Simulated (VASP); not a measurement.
Crystal: Mg.

```
CELL_PARAMETERS angstrom
1.93893 1.11944 3.59552
-1.93893 1.11944 3.59552
0.00000 -2.23889 3.59552
ATOMIC_POSITIONS crystal
Mg 0.22754 0.22754 0.22754
Mg 0.77246 0.77246 0.77246
```

* Program: VASP 6.6.1
* Task: relaxation of cell and atoms
* Functional: PBEsol
* Potentials or basis: VASP PAW PBE potentials, release 64 (Mg)
* Cutoff: 600 eV
* k mesh: 6 × 6 × 6
* Occupations: gaussian, width 0.1 eV
* Spin: no spin polarisation

At the start: pressure 7.1 GPa; volume 23.41 Å³/atom.

How do energy, volume and symmetry change on relaxing?

Over 22 steps the energy falls by 631.1 meV/atom and the volume is 22.78 Å³/atom (-2.7 %); space group R-3m (No. 166, to 0.05 Å).

Step by step:
```tsv
step	energy change (eV)	largest force (eV/Å)	pressure (GPa)	volume (Å³)
1	0.0000	1.9586	7.08	46.83
2	-0.4359	0.9060	0.43	54.19
3	-0.4951	0.5222	-1.59	58.31
4	-0.4964	0.4799	-1.80	58.87
5	-0.5932	0.3531	-1.66	56.86
6	-0.7494	0.0235	-0.94	53.10
7	-0.7224	1.4723	4.02	45.57
8	-0.7985	0.5298	0.59	49.74
9	-0.9085	0.6541	0.42	48.81
10	-1.1155	0.8659	1.32	44.92
11	-1.1197	0.8593	1.02	45.42
12	-1.2023	0.3330	-1.01	46.70
13	-1.2221	0.0410	-1.89	47.52
14	-1.2448	0.1669	0.45	44.57
15	-1.2448	0.1546	0.30	44.73
16	-1.2536	0.1398	1.28	44.09
17	-1.2538	0.1426	1.15	44.19
18	-1.2590	0.0527	-0.08	45.79
19	-1.2602	0.0766	0.26	45.31
20	-1.2617	0.0387	-0.22	45.80
21	-1.2618	0.0456	-0.14	45.71
22	-1.2621	0.0206	-0.03	45.57
```

Final structure:
```
Mg
1.0
     1.54996    0.89487    5.47554
    -1.54996    0.89487    5.47554
     0.00000   -1.78973    5.47554
Mg
2
Direct
  0.24978 0.24978 0.24978
  0.75022 0.75022 0.75022
```

Caveat: the PAW data sets were made with another functional, which shifts forces and pressure a little.
